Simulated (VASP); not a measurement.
# Au (Im-3m) in VASP: single point with PBE

Aim: the single point of Au with PBE.

Program: VASP 6.6.1. These are calculated values, not measurements. Logs are shortened: lines on timing, memory, paths and dates and some standing lists are left out, and cuts for length are marked.

## (1) The cell of the first run

It takes space group Im-3m (No. 229, cubic). The conventional cell has a = 3.305 Å, b = 3.305 Å, c = 3.305 Å, α = 90.00°, β = 90.00°, γ = 90.00°. Au (site symmetry m-3m) has 14 Au at 2.86 to 3.30 Å within 3.8 Å.

## (2) Single point, PBE

The input, INCAR:

```
SYSTEM = Au
PREC = Accurate
ENCUT = 500
EDIFF = 1E-6
ISMEAR = 0
SIGMA = 0.05
LREAL = .False.
LASPH = .True.
NELM = 120
ALGO = Normal
ISIF = 2
LWAVE = .False.
LCHARG = .False.
GGA = PE
NBANDS = 12
GGA_COMPAT = .False.
```

The input, KPOINTS:

```
Automatic mesh
0
Gamma
  8 8 8
  0 0 0
```

The input, POSCAR:

```
Au
1.0
   -1.6522647278      1.6522647278      1.6522647278
    1.6522647278     -1.6522647278      1.6522647278
    1.6522647278      1.6522647278     -1.6522647278
Au
1
Direct
    0.0000000000      0.0000000000      0.0000000000
```

Potentials or basis: VASP PAW PBE potentials, release 64 (Au).

Started as:

```bash
$ cat potpaw_PBE.64/Au/POTCAR > POTCAR
$ mpirun -np 1 vasp_std > vasp.out
```

OUTCAR:

```text
SYSTEM = Au
   PREC = Accurate
   ENCUT = 500
   EDIFF = 1E-6
   ISMEAR = 0
   LREAL = .False.
   LASPH = .True.
   NELM = 120
   ISIF = 2
   GGA = PE

 ion  position               nearest neighbor table
   1  0.000  0.000  0.000-

  LATTYP: Found a body centered cubic cell.
 ALAT       =     3.3045294556

  Lattice vectors:

 A1 = (  -1.6522647278,   1.6522647278,   1.6522647278)
 A2 = (   1.6522647278,  -1.6522647278,   1.6522647278)
 A3 = (   1.6522647278,   1.6522647278,  -1.6522647278)

Analysis of symmetry for initial positions (statically):
=====================================================================
 Subroutine PRICEL returns:
 Original cell was already a primitive cell.

 Routine SETGRP: Setting up the symmetry group for a
 body centered cubic supercell.

 Subroutine GETGRP returns: Found 48 space group operations
 (whereof 48 operations were pure point group operations)
 out of a pool of 48 trial point group operations.

The static configuration has the point symmetry O_h .

Analysis of symmetry for dynamics (positions and initial velocities):
=====================================================================
 Subroutine PRICEL returns:
 Original cell was already a primitive cell.

 Routine SETGRP: Setting up the symmetry group for a
 body centered cubic supercell.

 Subroutine GETGRP returns: Found 48 space group operations
 (whereof 48 operations were pure point group operations)
 out of a pool of 48 trial point group operations.

The dynamic configuration has the point symmetry O_h .

 Subroutine INISYM returns: Found 48 space group operations
 (whereof 48 operations are pure point group operations),
 and found     1 'primitive' translations

----------------------------------------------------------------------------------------

                                     Primitive cell

  volume of cell :      18.0426

  direct lattice vectors                    reciprocal lattice vectors
    -1.652264728  1.652264728  1.652264728     0.000000000  0.302614945  0.302614945
     1.652264728 -1.652264728  1.652264728     0.302614945  0.000000000  0.302614945
     1.652264728  1.652264728 -1.652264728     0.302614945  0.302614945  0.000000000

  length of vectors
     2.861806456  2.861806456  2.861806456     0.427962160  0.427962160  0.427962160

  position of ions in fractional coordinates (direct lattice)
     0.000000000  0.000000000  0.000000000

  ion indices of the primitive-cell ions
   primitive index   ion index
                 1           1

----------------------------------------------------------------------------------------

 KPOINTS: Automatic mesh

Automatic generation of k-mesh.
 Grid dimensions read from file:
 generate k-points for:    8    8    8

 Generating k-lattice:

  Cartesian coordinates                     Fractional coordinates (reciprocal lattice)
     0.000000000  0.037826868  0.037826868     0.125000000  0.000000000  0.000000000
     0.037826868  0.000000000  0.037826868     0.000000000  0.125000000  0.000000000
     0.037826868  0.037826868  0.000000000     0.000000000  0.000000000  0.125000000

  Length of vectors
     0.053495270  0.053495270  0.053495270

  Shift w.r.t. Gamma in fractional coordinates (k-lattice)
     0.000000000  0.000000000  0.000000000

 Subroutine IBZKPT returns following result:
 ===========================================

 Found     29 irreducible k-points:

 Following reciprocal coordinates:
            Coordinates               Weight
  0.000000  0.000000  0.000000      1.000000
  0.125000  0.000000  0.000000     12.000000
  0.250000  0.000000  0.000000     12.000000
  0.375000  0.000000  0.000000     12.000000
  0.500000  0.000000  0.000000      6.000000
  0.125000  0.125000  0.000000     24.000000
[... 16 lines left out ...]
 -0.250000  0.250000  0.250000      6.000000
 -0.375000  0.375000  0.250000     24.000000
 [... further k-points ...]
   k-points           NKPTS =     29   k-points in BZ     NKDIM =     29   number of bands    NBANDS=     12
   number of dos      NEDOS =    301   number of ions     NIONS =      1
   total plane-waves  NPLWV =  13824
   dimension x,y,z NGX =    24 NGY =   24 NGZ =   24
   dimension x,y,z NGXF=    48 NGYF=   48 NGZF=   48
   ions per type =               1
   NGX,Y,Z   is equivalent  to a cutoff of  13.94, 13.94, 13.94 a.u.
   NGXF,Y,Z  is equivalent  to a cutoff of  27.88, 27.88, 27.88 a.u.
 SYSTEM =  Au
   PREC   = accura    normal or accurate (medium, high low for compatibility)
   ISTART =      0    job   : 0-new  1-cont  2-samecut
   ICHARG =      2    charge: 1-file 2-atom 10-const
   ISPIN  =      1    spin polarized calculation?
   LNONCOLLINEAR =      F non collinear calculations
   LSORBIT =      F    spin-orbit coupling
   LASPH  =      T    aspherical Exc in radial PAW
   ENCUT  =  500.0 eV  36.75 Ry    6.06 a.u.   5.22  5.22  5.22*2*pi/ulx,y,z
   NELM   =    120;   NELMIN=  2; NELMDL= -5     # of ELM steps
   EDIFF  = 0.1E-05   stopping-criterion for ELM
   LREAL  =      F    real-space projection
   EDIFFG = 0.1E-04   stopping-criterion for IOM
   NSW    =      0    number of steps for IOM
   IBRION =     -1    ionic relax: 0-MD 1-quasi-New 2-CG
   NFREE  =      0    steps in history (QN), initial steepest desc. (CG)
   ISIF   =      2    stress and relaxation
   ISYM   =      2    0-nonsym 1-usesym 2-fastsym
   POTIM  = 0.5000    time-step for ionic-motion
   TEBEG  =    0.0;   TEEND  =   0.0 temperature during run
   PSTRESS=    0.0 pullay stress
   NELECT =      11.0000    total number of electrons
   NUPDOWN=      -1.0000    fix difference up-down
   EMIN   =  10.00;   EMAX   =-10.00  energy-range for DOS
   EFERMI =   0.00;   METHOD = LEGACY
   ISMEAR =     0;   SIGMA  =   0.05  broadening in eV -4-tet -1-fermi 0-gaus
   EFERMI_NEDOS =   21; number of points for ismear=-14 and -15
   IALGO  =     38    algorithm
   IMIX   =      4    mixing-type and parameters
     AMIX     =   0.40;   BMIX     =  1.00
     AMIX_MAG =   1.60;   BMIX_MAG =  1.00
  volume/ion in A,a.u.               =      18.04       121.76
  Fermi-wavevector in a.u.,A,eV,Ry     =   1.388160  2.623241 26.218254  1.926987
  Thomas-Fermi vector in A             =   2.512312
   LORBIT       =      0    0 simple, 1 ext, 2 COOP (PROOUT), +10 PAW based schemes
   GGA     = PE    functional components
   LHFCALC =     F    Hartree Fock is set to
   AEXX    =    0.0000 exact exchange contribution
   IVDW    =     0    specifies the selected vdW correction
   LEPSILON=     F    determine dielectric tensor
   LRPA    =     F    only Hartree local field effects (RPA)
 non-spin polarized calculation
 Gauss-broadening in eV      SIGMA  =   0.05
  energy-cutoff  :      500.00
  volume of cell :       18.04
 maximum number of plane-waves:       471
 NGX is ok and might be reduce to    24
   NGX = 11   NGY = 11   NGZ = 11

 number of electron      10.9999999 magnetization

 Free energy of the ion-electron system (eV)
  ---------------------------------------------------
  ext. energy  EPLUGINS =         0.00000000
  ---------------------------------------------------
  free energy    TOTEN  =        -3.15873182 eV

  energy without entropy =       -3.15548878  energy(sigma->0) =       -3.15711030

 E-fermi :   8.7597     XC(G=0): -12.3816

 val. band max:        8.7506400846   @ k =   0.2500   0.1250   0.1250
 cond. band min:       8.7870044625   @ k =   0.3750   0.1250   0.0000
 fundamental gap:      0.0363643779
 Fermi energy:         8.7597216763

 k-point     1 :       0.0000    0.0000    0.0000
  band No.  band energies     occupation
      1      -0.7050      2.00000
      2       3.9697      2.00000
      3       3.9697      2.00000
      4       3.9697      2.00000
      5       5.7339      2.00000
      6       5.7339      2.00000
      7      25.0601      0.00000
      8      25.0601      0.00000
      9      25.0601      0.00000
     10      31.8674      0.00000
     11      31.8674      0.00000
     12      31.8674      0.00000

 k-point     2 :       0.1250    0.0000    0.0000
  band No.  band energies     occupation
      1      -0.1696      2.00000
      2       3.8115      2.00000
      3       3.9831      2.00000
      4       4.3377      2.00000
      5       5.5687      2.00000
      6       5.7466      2.00000
      7      24.5120      0.00000
      8      24.9937      0.00000
      9      25.7156      0.00000
     10      28.6405      0.00000
     11      29.2571      0.00000
     12      30.0453      0.00000

 k-point     3 :       0.2500    0.0000    0.0000
  band No.  band energies     occupation
      1       1.1224      2.00000
      2       3.4499      2.00000
      3       4.1523      2.00000
      4       5.3292      2.00000
      5       5.4435      2.00000
      6       5.7950      2.00000
      7      20.2939      0.00000
      8      23.3900      0.00000
      9      26.4831      0.00000
     10      27.3889      0.00000
     11      28.1761      0.00000
     12      29.8809      0.00000

 k-point     4 :       0.3750    0.0000    0.0000
  band No.  band energies     occupation
      1       1.8016      2.00000
      2       3.1136      2.00000
      3       5.4141      2.00000
      4       5.8700      2.00000
      5       5.9634      2.00000
      6       6.5316      2.00000
      7      15.1350      0.00000
      8      21.5871      0.00000
      9      23.3573      0.00000
     10      29.0339      0.00000
     11      29.2175      0.00000
     12      32.2082      0.00000

 k-point     5 :       0.5000    0.0000    0.0000
  band No.  band energies     occupation
      1       1.8018      2.00000
      2       2.9809      2.00000
      3       5.5970      2.00000
      4       5.9097      2.00000
      5       7.1260      2.00000
      6       8.1706      2.00000
      7      11.7938      0.00000
      8      20.9070      0.00000
      9      22.0783      0.00000
     10      29.5802      0.00000
     11      30.0219      0.00000
     12      31.2448      0.00000
[... 228 lines left out ...]
      1       3.2852      2.00000
      2       3.4784      2.00000
      3       3.4784      2.00000
      4       6.0609      2.00000
      5       6.0609      2.00000
      6      12.1665      0.00000
      7      13.9866      0.00000
      8      13.9866      0.00000
      9      25.8859      0.00000
     10      26.8889      0.00000
     11      26.8889      0.00000
     12      31.8542      0.00000

 k-point    22 :       0.2500    0.2500    0.2500
  band No.  band energies     occupation
      1       3.5295      2.00000
      2       3.5295      2.00000
      3       3.5295      2.00000
      4       5.9496      2.00000
      5       5.9496      2.00000
      6      11.2701      0.00000
      7      15.5336      0.00000
      8      15.5336      0.00000
      9      15.5336      0.00000
     10      35.0329      0.00000
     11      35.0329      0.00000
     12      35.0332      0.00000

 k-point    23 :      -0.2500    0.2500    0.2500
  band No.  band energies     occupation
      1       2.6275      2.00000
      2       3.8260      2.00000
      3       4.5655      2.00000
      4       4.5655      2.00000
      5       5.2679      2.00000
      6       6.6502      2.00000
      7      20.8749      0.00000
      8      21.8828      0.00000
      9      21.8828      0.00000
     10      23.7596      0.00000
     11      32.3931      0.00000
     12      32.3931      0.00000

 k-point    24 :      -0.3750    0.3750    0.2500
  band No.  band energies     occupation
      1       2.9385      2.00000
      2       3.3434      2.00000
      3       4.5742      2.00000
      4       5.0571      2.00000
      5       6.3095      2.00000
      6       8.4198      2.00000
      7      16.6449      0.00000
      8      19.4865      0.00000
      9      21.7424      0.00000
     10      24.7833      0.00000
     11      30.5057      0.00000
     12      33.2430      0.00000

 [... further k-points ...]
[... 5 lines left out ...]
  --------------------------------------------------------------------------------------
  -------------------------------------------------------------------------------------
  Total       -0.0379644     -0.0379644     -0.0379644      0.0000000     -0.0000000      0.0000000
  in kB       -3.3712250     -3.3712250     -3.3712250      0.0000000     -0.0000000      0.0000000
  external PRESSURE =      -3.3712250 kB  Pullay stress =       0.0000000 kB

 VOLUME and BASIS-vectors are now :
 -----------------------------------------------------------------------------
  energy-cutoff  :      500.00
  volume of cell :       18.04
      direct lattice vectors                 reciprocal lattice vectors
    -1.652264728  1.652264728  1.652264728     0.000000000  0.302614945  0.302614945
     1.652264728 -1.652264728  1.652264728     0.302614945  0.000000000  0.302614945
     1.652264728  1.652264728 -1.652264728     0.302614945  0.302614945  0.000000000

 POSITION                                       TOTAL-FORCE (eV/Angst)
 -----------------------------------------------------------------------------------
      0.00000      0.00000      0.00000         0.000000      0.000000      0.000000
 -----------------------------------------------------------------------------------
    total drift:                               -0.000000      0.000000      0.000000

  FREE ENERGIE OF THE ION-ELECTRON SYSTEM (eV)
  ---------------------------------------------------
  free  energy   TOTEN  =        -3.1587318164 eV

  energy  without entropy=       -3.1554887799  energy(sigma->0) =       -3.15711030
```

Run time: 9.6 s. Hardware: 1 thread of Intel Xeon 8259CL, shared host; peak memory 0.14 GiB.

What came out:

| Property | Result |
| --- | --- |
| Free energy | -3.1587 eV |
| Pressure | -0.3 GPa |

Caveat: spin-orbit coupling is left out, which moves the levels of the heavy elements.
